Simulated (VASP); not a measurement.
# MnO2 (Pyrolusite) (P4_2/mnm) in VASP: a series of runs

Runs on MnO2 (Pyrolusite). Level: PBE. Tasks: single point.

Everything below comes from runs of VASP 6.6.1. Logs are shortened: lines on timing, memory, paths and dates and some standing lists are left out, and cuts for length are marked.

### 1 The cell of the first run

It takes space group P4_2/mnm (No. 136, tetragonal). Conventional cell: a = 4.398 Å, b = 4.398 Å, c = 2.873 Å, α = 90.00°, β = 90.00°, γ = 90.00°. Mn (site symmetry mmm) has 6 O at 1.88 to 1.90 Å within 2.5 Å. Within 2.5 Å of O (site symmetry m2m) lie 3 Mn at 1.88 to 1.90 Å and 1 O at 2.42 Å.

### 2 Single point, PBE

Input file INCAR:

```
SYSTEM = MnO2
PREC = Accurate
ENCUT = 520
EDIFF = 1E-7
ISMEAR = -1
SIGMA = 0.05
LREAL = .False.
LASPH = .True.
NELM = 80
ALGO = Normal
ISIF = 2
LWAVE = .False.
LCHARG = .False.
GGA = PE
NBANDS = 34
```

Input file KPOINTS:

```
Automatic mesh
0
Gamma
  6 6 10
  0 0 0
```

Input file POSCAR:

```
MnO2
1.0
    4.3983000000      0.0000000000      0.0000000000
    0.0000000000      4.3983000000      0.0000000000
    0.0000000000      0.0000000000      2.8730000000
Mn O
2 4
Direct
    0.0000000000      0.0000000000      0.0000000000
    0.5000000000      0.5000000000      0.5000000000
    0.3051500000      0.3051500000      0.0000000000
    0.1948500000      0.8051500000      0.5000000000
    0.6948500000      0.6948500000      0.0000000000
    0.8051500000      0.1948500000      0.5000000000
```

Potentials or basis: VASP PAW PBE potentials, release 64 (Mn_pv, O).

The run is started by

```console
$ cat potpaw_PBE.64/Mn_pv/POTCAR potpaw_PBE.64/O/POTCAR > POTCAR
$ mpirun -np 1 vasp_std > vasp.out
```

OUTCAR:

```text
SYSTEM = MnO2
   PREC = Accurate
   ENCUT = 520
   EDIFF = 1E-7
   ISMEAR = -1
   LREAL = .False.
   LASPH = .True.
   NELM = 80
   ISIF = 2
   GGA = PE

 ion  position               nearest neighbor table
   1  0.000  0.000  0.000-   4 1.88   6 1.88   4 1.88   6 1.88   5 1.90   3 1.90
   2  0.500  0.500  0.500-   3 1.88   5 1.88   3 1.88   5 1.88   4 1.90   6 1.90
   3  0.305  0.305  0.000-   2 1.88   2 1.88   1 1.90
   4  0.195  0.805  0.500-   1 1.88   1 1.88   2 1.90
   5  0.695  0.695  0.000-   2 1.88   2 1.88   1 1.90
   6  0.805  0.195  0.500-   1 1.88   1 1.88   2 1.90

  LATTYP: Found a simple tetragonal cell.
 ALAT       =     4.3983000000
 C/A-ratio  =     0.6532069209

  Lattice vectors:

 A1 = (   4.3983000000,   0.0000000000,   0.0000000000)
 A2 = (   0.0000000000,   4.3983000000,   0.0000000000)
 A3 = (   0.0000000000,   0.0000000000,   2.8730000000)

Analysis of symmetry for initial positions (statically):
=====================================================================
 Subroutine PRICEL returns:
 Original cell was already a primitive cell.

 Routine SETGRP: Setting up the symmetry group for a
 simple tetragonal supercell.

 Subroutine GETGRP returns: Found 16 space group operations
 (whereof  8 operations were pure point group operations)
 out of a pool of 16 trial point group operations.

The static configuration has the point symmetry D_2h.
 The point group associated with its full space group is D_4h.

Analysis of symmetry for dynamics (positions and initial velocities):
=====================================================================
 Subroutine PRICEL returns:
 Original cell was already a primitive cell.

 Routine SETGRP: Setting up the symmetry group for a
 simple tetragonal supercell.

 Subroutine GETGRP returns: Found 16 space group operations
 (whereof  8 operations were pure point group operations)
 out of a pool of 16 trial point group operations.

The dynamic configuration has the point symmetry D_2h.
 The point group associated with its full space group is D_4h.

 Subroutine INISYM returns: Found 16 space group operations
 (whereof  8 operations are pure point group operations),
 and found     1 'primitive' translations

----------------------------------------------------------------------------------------

                                     Primitive cell

  volume of cell :      55.5783

  direct lattice vectors                    reciprocal lattice vectors
     4.398300000  0.000000000  0.000000000     0.227360571  0.000000000  0.000000000
     0.000000000  4.398300000  0.000000000     0.000000000  0.227360571  0.000000000
     0.000000000  0.000000000  2.873000000     0.000000000  0.000000000  0.348068221

  length of vectors
     4.398300000  4.398300000  2.873000000     0.227360571  0.227360571  0.348068221

  position of ions in fractional coordinates (direct lattice)
     0.000000000  0.000000000  0.000000000
     0.500000000  0.500000000  0.500000000
     0.305150000  0.305150000  0.000000000
     0.194850000  0.805150000  0.500000000
     0.694850000  0.694850000  0.000000000
     0.805150000  0.194850000  0.500000000

  ion indices of the primitive-cell ions
   primitive index   ion index
                 1           1
                 2           2
                 3           3
                 4           4
                 5           5
                 6           6

----------------------------------------------------------------------------------------

 KPOINTS: Automatic mesh

Automatic generation of k-mesh.
 Grid dimensions read from file:
 generate k-points for:    6    6   10

 Generating k-lattice:

  Cartesian coordinates                     Fractional coordinates (reciprocal lattice)
     0.037893429  0.000000000  0.000000000     0.166666667  0.000000000  0.000000000
     0.000000000  0.037893429  0.000000000     0.000000000  0.166666667  0.000000000
     0.000000000  0.000000000  0.034806822     0.000000000  0.000000000  0.100000000

  Length of vectors
     0.037893429  0.037893429  0.034806822

  Shift w.r.t. Gamma in fractional coordinates (k-lattice)
     0.000000000  0.000000000  0.000000000

 Subroutine IBZKPT returns following result:
 ===========================================

 Found     60 irreducible k-points:

 Following reciprocal coordinates:
            Coordinates               Weight
  0.000000  0.000000  0.000000      1.000000
  0.166667  0.000000  0.000000      4.000000
  0.333333  0.000000  0.000000      4.000000
  0.500000  0.000000  0.000000      2.000000
  0.166667  0.166667  0.000000      4.000000
  0.333333  0.166667  0.000000      8.000000
[... 16 lines left out ...]
  0.333333  0.000000  0.200000      8.000000
  0.500000  0.000000  0.200000      4.000000
 [... further k-points ...]
   k-points           NKPTS =     60   k-points in BZ     NKDIM =     60   number of bands    NBANDS=     34
   number of dos      NEDOS =    301   number of ions     NIONS =      6
   total plane-waves  NPLWV =  31104
   dimension x,y,z NGX =    36 NGY =   36 NGZ =   24
   dimension x,y,z NGXF=    72 NGYF=   72 NGZF=   48
   ions per type =               2   4
   NGX,Y,Z   is equivalent  to a cutoff of  13.61, 13.61, 13.89 a.u.
   NGXF,Y,Z  is equivalent  to a cutoff of  27.21, 27.21, 27.78 a.u.
 SYSTEM =  MnO2
   PREC   = accura    normal or accurate (medium, high low for compatibility)
   ISTART =      0    job   : 0-new  1-cont  2-samecut
   ICHARG =      2    charge: 1-file 2-atom 10-const
   ISPIN  =      1    spin polarized calculation?
   LNONCOLLINEAR =      F non collinear calculations
   LSORBIT =      F    spin-orbit coupling
   LASPH  =      T    aspherical Exc in radial PAW
   ENCUT  =  520.0 eV  38.22 Ry    6.18 a.u.   8.18  8.18  5.34*2*pi/ulx,y,z
   NELM   =     80;   NELMIN=  2; NELMDL= -5     # of ELM steps
   EDIFF  = 0.1E-06   stopping-criterion for ELM
   LREAL  =      F    real-space projection
   EDIFFG = 0.1E-05   stopping-criterion for IOM
   NSW    =      0    number of steps for IOM
   IBRION =     -1    ionic relax: 0-MD 1-quasi-New 2-CG
   NFREE  =      0    steps in history (QN), initial steepest desc. (CG)
   ISIF   =      2    stress and relaxation
   ISYM   =      2    0-nonsym 1-usesym 2-fastsym
   POTIM  = 0.5000    time-step for ionic-motion
   TEBEG  =    0.0;   TEEND  =   0.0 temperature during run
   PSTRESS=    0.0 pullay stress
   NELECT =      50.0000    total number of electrons
   NUPDOWN=      -1.0000    fix difference up-down
   EMIN   =  10.00;   EMAX   =-10.00  energy-range for DOS
   EFERMI =   0.00;   METHOD = LEGACY
   ISMEAR =    -1;   SIGMA  =   0.05  broadening in eV -4-tet -1-fermi 0-gaus
   EFERMI_NEDOS =   21; number of points for ismear=-14 and -15
   IALGO  =     38    algorithm
   IMIX   =      4    mixing-type and parameters
     AMIX     =   0.40;   BMIX     =  1.00
     AMIX_MAG =   1.60;   BMIX_MAG =  1.00
  volume/ion in A,a.u.               =       9.26        62.51
  Fermi-wavevector in a.u.,A,eV,Ry     =   1.580386  2.986496 33.982164  2.497619
  Thomas-Fermi vector in A             =   2.680621
   LORBIT       =      0    0 simple, 1 ext, 2 COOP (PROOUT), +10 PAW based schemes
   GGA     = PE    functional components
   LHFCALC =     F    Hartree Fock is set to
   AEXX    =    0.0000 exact exchange contribution
   IVDW    =     0    specifies the selected vdW correction
   LEPSILON=     F    determine dielectric tensor
   LRPA    =     F    only Hartree local field effects (RPA)
 non-spin polarized calculation
  energy-cutoff  :      520.00
  volume of cell :       55.58
 maximum number of plane-waves:      1528
 NGX is ok and might be reduce to    36
   NGX = 17   NGY = 17   NGZ = 11

 number of electron      49.9999967 magnetization

 Free energy of the ion-electron system (eV)
  ---------------------------------------------------
  ext. energy  EPLUGINS =         0.00000000
  ---------------------------------------------------
  free energy    TOTEN  =       -46.43579768 eV

  energy without entropy =      -46.35473644  energy(sigma->0) =      -46.39526706

 E-fermi :   5.3703     XC(G=0): -12.0468

 val. band max:        5.3673768730   @ k =   0.5000   0.1667   0.1000
 cond. band min:       5.3734581561   @ k =   0.0000   0.0000   0.3000
 fundamental gap:      0.0060812831
 Fermi energy:         5.3703158172

 k-point     1 :       0.0000    0.0000    0.0000
  band No.  band energies     occupation
      1     -43.5577      2.00000
      2     -43.5577      2.00000
      3     -43.4038      2.00000
      4     -43.4038      2.00000
      5     -43.3268      2.00000
      6     -43.3178      2.00000
[... 26 lines left out ...]
     33      13.1660      0.00000
     34      16.6336      0.00000

 k-point     2 :       0.1667    0.0000    0.0000
  band No.  band energies     occupation
      1     -43.5574      2.00000
      2     -43.5574      2.00000
      3     -43.4043      2.00000
      4     -43.4042      2.00000
      5     -43.3262      2.00000
      6     -43.3184      2.00000
[... 26 lines left out ...]
     33      13.5371      0.00000
     34      16.6151      0.00000

 k-point     3 :       0.3333    0.0000    0.0000
  band No.  band energies     occupation
      1     -43.5567      2.00000
      2     -43.5567      2.00000
      3     -43.4051      2.00000
      4     -43.4051      2.00000
      5     -43.3245      2.00000
      6     -43.3201      2.00000
[... 26 lines left out ...]
     33      14.4494      0.00000
     34      16.3139      0.00000
[... 704 lines left out ...]
 k-point    23 :       0.3333    0.0000    0.2000
  band No.  band energies     occupation
      1     -43.5538      2.00000
      2     -43.5538      2.00000
      3     -43.3987      2.00000
      4     -43.3987      2.00000
      5     -43.3653      2.00000
      6     -43.3617      2.00000
[... 26 lines left out ...]
     33      15.3929      0.00000
     34      17.3002      0.00000

 k-point    24 :       0.5000    0.0000    0.2000
  band No.  band energies     occupation
      1     -43.5536      2.00000
      2     -43.5536      2.00000
      3     -43.3991      2.00000
      4     -43.3991      2.00000
      5     -43.3634      2.00000
      6     -43.3634      2.00000
[... 26 lines left out ...]
     33      16.3762      0.00000
     34      16.3762      0.00000

 [... further k-points ...]

------------------------ aborting loop because EDIFF is reached ----------------------------------------

  FORCE on cell =-STRESS in cart. coord.  units (eV):
  Direction    XX          YY          ZZ          XY          YZ          ZX
  --------------------------------------------------------------------------------------
  -------------------------------------------------------------------------------------
  Total       -1.0975274     -1.0975274     -3.1495874      0.0000000      0.0000000      0.0000000
  in kB      -31.6388448    -31.6388448    -90.7943700      0.0000000      0.0000000      0.0000000
  external PRESSURE =     -51.3573532 kB  Pullay stress =       0.0000000 kB

 VOLUME and BASIS-vectors are now :
 -----------------------------------------------------------------------------
  energy-cutoff  :      520.00
  volume of cell :       55.58
      direct lattice vectors                 reciprocal lattice vectors
     4.398300000  0.000000000  0.000000000     0.227360571  0.000000000  0.000000000
     0.000000000  4.398300000  0.000000000     0.000000000  0.227360571  0.000000000
     0.000000000  0.000000000  2.873000000     0.000000000  0.000000000  0.348068221

 POSITION                                       TOTAL-FORCE (eV/Angst)
 -----------------------------------------------------------------------------------
      0.00000      0.00000      0.00000         0.000000     -0.000000     -0.000000
      2.19915      2.19915      1.43650         0.000000     -0.000000     -0.000000
      1.34214      1.34214      0.00000        -0.198997     -0.198997      0.000000
      0.85701      3.54129      1.43650         0.198997     -0.198997      0.000000
      3.05616      3.05616      0.00000         0.198997      0.198997     -0.000000
      3.54129      0.85701      1.43650        -0.198997      0.198997     -0.000000
 -----------------------------------------------------------------------------------
    total drift:                                0.000000      0.000000      0.000000

  FREE ENERGIE OF THE ION-ELECTRON SYSTEM (eV)
  ---------------------------------------------------
  free  energy   TOTEN  =       -46.4357976830 eV

  energy  without entropy=      -46.3547364381  energy(sigma->0) =      -46.39526706
```

Run time: 45 s. Hardware: 1 thread of Intel Xeon Platinum 8481C at 2.70GHz (Sapphire Rapids), shared host; peak memory 0.23 GiB.

What came out:

- Free energy: -46.4358 eV
- Pressure: -5.1 GPa
- Largest force: 0.281 eV/Å
- Band gap on the k mesh: zero (band 25 reaches 5.68 eV, above the bottom of band 26 at 4.73 eV)

Forces on the atoms (eV/Å):
```
Mn   0.000  0.000  0.000
Mn   0.000  0.000  0.000
O   -0.199 -0.199  0.000
O    0.199 -0.199  0.000
O    0.199  0.199  0.000
O   -0.199  0.199  0.000
```

Stress tensor (GPa, compression positive):
```
-3.16  0.00  0.00
 0.00 -3.16  0.00
 0.00  0.00 -9.08
```

Caveat: the run has no spin polarisation, though such a crystal can be magnetic; semilocal functionals often make such compounds metallic where correlation or magnetic order opens a gap, which also shifts bond lengths. With open d or f shells a metallic result of PBE can be an artefact of self-interaction; +U or a hybrid may open a gap.

[end of part 1 of 2]
